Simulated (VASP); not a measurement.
# SrTiO3 (Pm-3m) in VASP: notebook

SrTiO3 is run at these levels: PBE; tasks: single point.

All numbers are computed with VASP 6.6.1; they aren't measurements. Logs are shortened: lines on timing, memory, paths and dates and some standing lists are left out, and cuts for length are marked.

### 1 The cell of the first run

It takes space group Pm-3m (No. 221, cubic). Conventional cell: a = 3.907 Å, b = 3.907 Å, c = 3.907 Å, α = 90.00°, β = 90.00°, γ = 90.00°. Within 3.6 Å of Sr (site symmetry m-3m) lie 12 O at 2.76 Å and 8 Ti at 3.38 Å. Ti (site symmetry m-3m) has 6 O at 1.95 Å within 2.6 Å. O (site symmetry 4/mmm) has 2 Ti at 1.95 Å within 2.6 Å.

### 2 Single point, PBE

INCAR

```
SYSTEM = SrTiO3
ALGO = Normal
EDIFF = 1E-6
ENCUT = 520
GGA = PE
ISIF = 2
ISMEAR = 0
LASPH = .True.
LCHARG = .False.
LREAL = .False.
LWAVE = .False.
NBANDS = 28
NELM = 80
PREC = Accurate
SIGMA = 0.01
```

KPOINTS

```
k-points
0
Gamma
  4 4 4
  0 0 0
```

POSCAR

```
SrTiO3
1.0
    3.9068515029      0.0000000000      0.0000000000
    0.0000000000      3.9068515029      0.0000000000
    0.0000000000      0.0000000000      3.9068515029
Sr Ti O
1 1 3
Direct
    0.0000000000      0.0000000000      0.0000000000
    0.5000000000      0.5000000000      0.5000000000
    0.5000000000      0.0000000000      0.5000000000
    0.5000000000      0.5000000000      0.0000000000
    0.0000000000      0.5000000000      0.5000000000
```

Potentials or basis: VASP PAW PBE potentials, release 64 (Sr_sv, Ti_sv, O).

Run with:

```console
$ cat potpaw_PBE.64/Sr_sv/POTCAR potpaw_PBE.64/Ti_sv/POTCAR potpaw_PBE.64/O/POTCAR > POTCAR
$ mpirun -np 1 vasp_std > vasp.out
```

OUTCAR:

```text
SYSTEM = SrTiO3
   EDIFF = 1E-6
   ENCUT = 520
   GGA = PE
   ISIF = 2
   ISMEAR = 0
   LASPH = .True.
   LREAL = .False.
   NELM = 80
   PREC = Accurate

 ion  position               nearest neighbor table
   1  0.000  0.000  0.000-   3 2.76   4 2.76   5 2.76   3 2.76   5 2.76   4 2.76   5 2.76   5 2.76
                             3 2.76   4 2.76   3 2.76   4 2.76   2 3.38   2 3.38   2 3.38   2 3.38
   2  0.500  0.500  0.500-   3 1.95   4 1.95   5 1.95   4 1.95   3 1.95   5 1.95   1 3.38   1 3.38
                             1 3.38   1 3.38   1 3.38   1 3.38   1 3.38   1 3.38
   3  0.500  0.000  0.500-   2 1.95   2 1.95   1 2.76   1 2.76   1 2.76   1 2.76
   4  0.500  0.500  0.000-   2 1.95   2 1.95   1 2.76   1 2.76   1 2.76   1 2.76
   5  0.000  0.500  0.500-   2 1.95   2 1.95   1 2.76   1 2.76   1 2.76   1 2.76

  LATTYP: Found a simple cubic cell.
 ALAT       =     3.9068515029

  Lattice vectors:

 A1 = (   3.9068515029,   0.0000000000,   0.0000000000)
 A2 = (   0.0000000000,   3.9068515029,   0.0000000000)
 A3 = (   0.0000000000,   0.0000000000,   3.9068515029)

Analysis of symmetry for initial positions (statically):
=====================================================================
 Subroutine PRICEL returns:
 Original cell was already a primitive cell.

 Routine SETGRP: Setting up the symmetry group for a
 simple cubic supercell.

 Subroutine GETGRP returns: Found 48 space group operations
 (whereof 48 operations were pure point group operations)
 out of a pool of 48 trial point group operations.

The static configuration has the point symmetry O_h .

Analysis of symmetry for dynamics (positions and initial velocities):
=====================================================================
 Subroutine PRICEL returns:
 Original cell was already a primitive cell.

 Routine SETGRP: Setting up the symmetry group for a
 simple cubic supercell.

 Subroutine GETGRP returns: Found 48 space group operations
 (whereof 48 operations were pure point group operations)
 out of a pool of 48 trial point group operations.

The dynamic configuration has the point symmetry O_h .

 Subroutine INISYM returns: Found 48 space group operations
 (whereof 48 operations are pure point group operations),
 and found     1 'primitive' translations

----------------------------------------------------------------------------------------

                                     Primitive cell

  volume of cell :      59.6322

  direct lattice vectors                    reciprocal lattice vectors
     3.906851503  0.000000000  0.000000000     0.255960586  0.000000000  0.000000000
     0.000000000  3.906851503  0.000000000     0.000000000  0.255960586  0.000000000
     0.000000000  0.000000000  3.906851503     0.000000000  0.000000000  0.255960586

  length of vectors
     3.906851503  3.906851503  3.906851503     0.255960586  0.255960586  0.255960586

  position of ions in fractional coordinates (direct lattice)
     0.000000000  0.000000000  0.000000000
     0.500000000  0.500000000  0.500000000
     0.500000000  0.000000000  0.500000000
     0.500000000  0.500000000  0.000000000
     0.000000000  0.500000000  0.500000000

  ion indices of the primitive-cell ions
   primitive index   ion index
                 1           1
                 2           2
                 3           3
                 4           4
                 5           5

----------------------------------------------------------------------------------------

 KPOINTS: k-points

Automatic generation of k-mesh.
 Grid dimensions read from file:
 generate k-points for:    4    4    4

 Generating k-lattice:

  Cartesian coordinates                     Fractional coordinates (reciprocal lattice)
     0.063990146  0.000000000  0.000000000     0.250000000  0.000000000  0.000000000
     0.000000000  0.063990146  0.000000000     0.000000000  0.250000000  0.000000000
     0.000000000  0.000000000  0.063990146     0.000000000  0.000000000  0.250000000

  Length of vectors
     0.063990146  0.063990146  0.063990146

  Shift w.r.t. Gamma in fractional coordinates (k-lattice)
     0.000000000  0.000000000  0.000000000

 Subroutine IBZKPT returns following result:
 ===========================================

 Found     10 irreducible k-points:

 Following reciprocal coordinates:
            Coordinates               Weight
  0.000000  0.000000  0.000000      1.000000
  0.250000  0.000000  0.000000      6.000000
  0.500000  0.000000  0.000000      3.000000
  0.250000  0.250000  0.000000     12.000000
  0.500000  0.250000  0.000000     12.000000
  0.500000  0.500000  0.000000      3.000000
  0.250000  0.250000  0.250000      8.000000
  0.500000  0.250000  0.250000     12.000000
  0.500000  0.500000  0.250000      6.000000
  0.500000  0.500000  0.500000      1.000000
   k-points           NKPTS =     10   k-points in BZ     NKDIM =     10   number of bands    NBANDS=     28
   number of dos      NEDOS =    301   number of ions     NIONS =      5
   total plane-waves  NPLWV =  27000
   dimension x,y,z NGX =    30 NGY =   30 NGZ =   30
   dimension x,y,z NGXF=    60 NGYF=   60 NGZF=   60
   ions per type =               1   1   3
   NGX,Y,Z   is equivalent  to a cutoff of  12.77, 12.77, 12.77 a.u.
   NGXF,Y,Z  is equivalent  to a cutoff of  25.53, 25.53, 25.53 a.u.
 SYSTEM =  SrTiO3
   PREC   = accura    normal or accurate (medium, high low for compatibility)
   ISTART =      0    job   : 0-new  1-cont  2-samecut
   ICHARG =      2    charge: 1-file 2-atom 10-const
   ISPIN  =      1    spin polarized calculation?
   LNONCOLLINEAR =      F non collinear calculations
   LSORBIT =      F    spin-orbit coupling
   LASPH  =      T    aspherical Exc in radial PAW
   ENCUT  =  520.0 eV  38.22 Ry    6.18 a.u.   7.26  7.26  7.26*2*pi/ulx,y,z
   NELM   =     80;   NELMIN=  2; NELMDL= -5     # of ELM steps
   EDIFF  = 0.1E-05   stopping-criterion for ELM
   LREAL  =      F    real-space projection
   EDIFFG = 0.1E-04   stopping-criterion for IOM
   NSW    =      0    number of steps for IOM
   IBRION =     -1    ionic relax: 0-MD 1-quasi-New 2-CG
   NFREE  =      0    steps in history (QN), initial steepest desc. (CG)
   ISIF   =      2    stress and relaxation
   ISYM   =      2    0-nonsym 1-usesym 2-fastsym
   POTIM  = 0.5000    time-step for ionic-motion
   TEBEG  =    0.0;   TEEND  =   0.0 temperature during run
   PSTRESS=    0.0 pullay stress
   NELECT =      40.0000    total number of electrons
   NUPDOWN=      -1.0000    fix difference up-down
   EMIN   =  10.00;   EMAX   =-10.00  energy-range for DOS
   EFERMI =   0.00;   METHOD = LEGACY
   ISMEAR =     0;   SIGMA  =   0.01  broadening in eV -4-tet -1-fermi 0-gaus
   EFERMI_NEDOS =   21; number of points for ismear=-14 and -15
   IALGO  =     38    algorithm
   IMIX   =      4    mixing-type and parameters
     AMIX     =   0.40;   BMIX     =  1.00
     AMIX_MAG =   1.60;   BMIX_MAG =  1.00
  volume/ion in A,a.u.               =      11.93        80.48
  Fermi-wavevector in a.u.,A,eV,Ry     =   1.433072  2.708113 27.942211  2.053695
  Thomas-Fermi vector in A             =   2.552630
   LORBIT       =      0    0 simple, 1 ext, 2 COOP (PROOUT), +10 PAW based schemes
   GGA     = PE    functional components
   LHFCALC =     F    Hartree Fock is set to
   AEXX    =    0.0000 exact exchange contribution
   IVDW    =     0    specifies the selected vdW correction
   LEPSILON=     F    determine dielectric tensor
   LRPA    =     F    only Hartree local field effects (RPA)
 non-spin polarized calculation
 Gauss-broadening in eV      SIGMA  =   0.01
  energy-cutoff  :      520.00
  volume of cell :       59.63
 maximum number of plane-waves:      1640
 NGX is ok and might be reduce to    30
   NGX = 15   NGY = 15   NGZ = 15

 number of electron      40.0000004 magnetization

 Free energy of the ion-electron system (eV)
  ---------------------------------------------------
  ext. energy  EPLUGINS =         0.00000000
  ---------------------------------------------------
  free energy    TOTEN  =       -40.06096711 eV

  energy without entropy =      -40.06096711  energy(sigma->0) =      -40.06096711

 E-fermi :   4.2877     XC(G=0): -11.2635

 val. band max:        4.1589601198   @ k =   0.5000   0.5000   0.5000
 cond. band min:       5.9926733253   @ k =   0.0000   0.0000   0.0000
 fundamental gap:      1.8337132055
 Fermi energy:         4.2877114111

 k-point     1 :       0.0000    0.0000    0.0000
  band No.  band energies     occupation
      1     -52.3383      2.00000
      2     -28.6392      2.00000
      3     -28.5823      2.00000
      4     -28.5823      2.00000
      5     -28.5823      2.00000
      6     -13.2653      2.00000
[... 20 lines left out ...]
     27       9.5564      0.00000
     28      10.3551      0.00000

 k-point     2 :       0.2500    0.0000    0.0000
  band No.  band energies     occupation
      1     -52.3375      2.00000
      2     -28.7024      2.00000
      3     -28.5808      2.00000
      4     -28.5808      2.00000
      5     -28.5425      2.00000
      6     -13.3361      2.00000
[... 20 lines left out ...]
     27      10.4951      0.00000
     28      11.7407      0.00000

 k-point     3 :       0.5000    0.0000    0.0000
  band No.  band energies     occupation
      1     -52.3368      2.00000
      2     -28.7479      2.00000
      3     -28.5794      2.00000
      4     -28.5794      2.00000
      5     -28.5200      2.00000
      6     -13.4897      2.00000
[... 20 lines left out ...]
     27      11.5724      0.00000
     28      12.1693      0.00000

 k-point     4 :       0.2500    0.2500    0.0000
  band No.  band energies     occupation
      1     -52.3368      2.00000
      2     -28.6964      2.00000
      3     -28.6165      2.00000
      4     -28.5794      2.00000
      5     -28.5366      2.00000
      6     -13.1908      2.00000
[... 20 lines left out ...]
     27      11.4167      0.00000
     28      12.1262      0.00000

 k-point     5 :       0.5000    0.2500    0.0000
  band No.  band energies     occupation
      1     -52.3360      2.00000
      2     -28.7116      2.00000
      3     -28.6152      2.00000
      4     -28.5780      2.00000
      5     -28.5461      2.00000
      6     -13.1688      2.00000
[... 20 lines left out ...]
     27      12.5480      0.00000
     28      12.6061      0.00000

 k-point     6 :       0.5000    0.5000    0.0000
  band No.  band energies     occupation
      1     -52.3353      2.00000
      2     -28.6506      2.00000
      3     -28.6506      2.00000
      4     -28.5969      2.00000
      5     -28.5767      2.00000
      6     -12.6201      2.00000
[... 20 lines left out ...]
     27      12.5022      0.00000
     28      13.6979      0.00000

 k-point     7 :       0.2500    0.2500    0.2500
  band No.  band energies     occupation
      1     -52.3360      2.00000
      2     -28.6805      2.00000
      3     -28.6149      2.00000
      4     -28.6149      2.00000
      5     -28.5416      2.00000
      6     -12.9800      2.00000
[... 20 lines left out ...]
     27      11.6767      0.00000
     28      11.8688      0.00000

 k-point     8 :       0.5000    0.2500    0.2500
  band No.  band energies     occupation
      1     -52.3353      2.00000
      2     -28.6859      2.00000
      3     -28.6139      2.00000
      4     -28.6133      2.00000
      5     -28.5613      2.00000
      6     -12.8518      2.00000
[... 20 lines left out ...]
     27      12.4554      0.00000
     28      12.4818      0.00000

 k-point     9 :       0.5000    0.5000    0.2500
  band No.  band energies     occupation
      1     -52.3345      2.00000
      2     -28.6488      2.00000
      3     -28.6488      2.00000
      4     -28.6120      2.00000
      5     -28.5878      2.00000
      6     -12.2894      2.00000
[... 20 lines left out ...]
     27      12.1983      0.00000
     28      12.6414      0.00000

 k-point    10 :       0.5000    0.5000    0.5000
  band No.  band energies     occupation
      1     -52.3338      2.00000
      2     -28.6470      2.00000
      3     -28.6470      2.00000
      4     -28.6470      2.00000
      5     -28.5787      2.00000
      6     -11.9285      2.00000
[... 20 lines left out ...]
     27      12.5028      0.00000
     28      12.5028      0.00000

------------------------ aborting loop because EDIFF is reached ----------------------------------------

  FORCE on cell =-STRESS in cart. coord.  units (eV):
  Direction    XX          YY          ZZ          XY          YZ          ZX
  --------------------------------------------------------------------------------------
  -------------------------------------------------------------------------------------
  Total        1.7653900      1.7653900      1.7653900     -0.0000000     -0.0000000      0.0000000
  in kB       47.4319008     47.4319008     47.4319008     -0.0000000     -0.0000000      0.0000000
  external PRESSURE =      47.4319008 kB  Pullay stress =       0.0000000 kB

 VOLUME and BASIS-vectors are now :
 -----------------------------------------------------------------------------
  energy-cutoff  :      520.00
  volume of cell :       59.63
      direct lattice vectors                 reciprocal lattice vectors
     3.906851503  0.000000000  0.000000000     0.255960586  0.000000000  0.000000000
     0.000000000  3.906851503  0.000000000     0.000000000  0.255960586  0.000000000
     0.000000000  0.000000000  3.906851503     0.000000000  0.000000000  0.255960586

 POSITION                                       TOTAL-FORCE (eV/Angst)
 -----------------------------------------------------------------------------------
      0.00000      0.00000      0.00000         0.000000      0.000000      0.000000
      1.95343      1.95343      1.95343         0.000000      0.000000      0.000000
      1.95343      0.00000      1.95343         0.000000      0.000000      0.000000
      1.95343      1.95343      0.00000         0.000000      0.000000      0.000000
      0.00000      1.95343      1.95343         0.000000      0.000000      0.000000
 -----------------------------------------------------------------------------------
    total drift:                                0.000000      0.000000     -0.000000

  FREE ENERGIE OF THE ION-ELECTRON SYSTEM (eV)
  ---------------------------------------------------
  free  energy   TOTEN  =       -40.0609671085 eV

  energy  without entropy=      -40.0609671085  energy(sigma->0) =      -40.06096711
```

Wall time 15 s (1 thread of Intel Xeon 6975P-C, shared host); peak memory 0.18 GiB.

Results:

```
Free energy            : -40.0610 eV
Pressure               : 4.7 GPa
Band gap on the k mesh : 1.83 eV, indirect (least direct gap 2.19 eV)
```

Levels at points of the mesh, in eV from the valence-band top:
```tsv
k point	band 18	band 19	band 20	band 21	band 22	band 23
(0.00, 0.00, 0.00)	-0.36	-0.36	-0.36	1.83	1.83	1.83
(0.50, 0.00, 0.00)	-1.98	-0.73	-0.73	2.00	3.75	3.75
(0.50, 0.50, 0.00)	-1.57	-1.57	-0.09	3.76	3.76	4.21
(0.50, 0.50, 0.50)	0.00	0.00	0.00	4.43	4.43	4.43
```

(Part 1 of 3 ends here.)
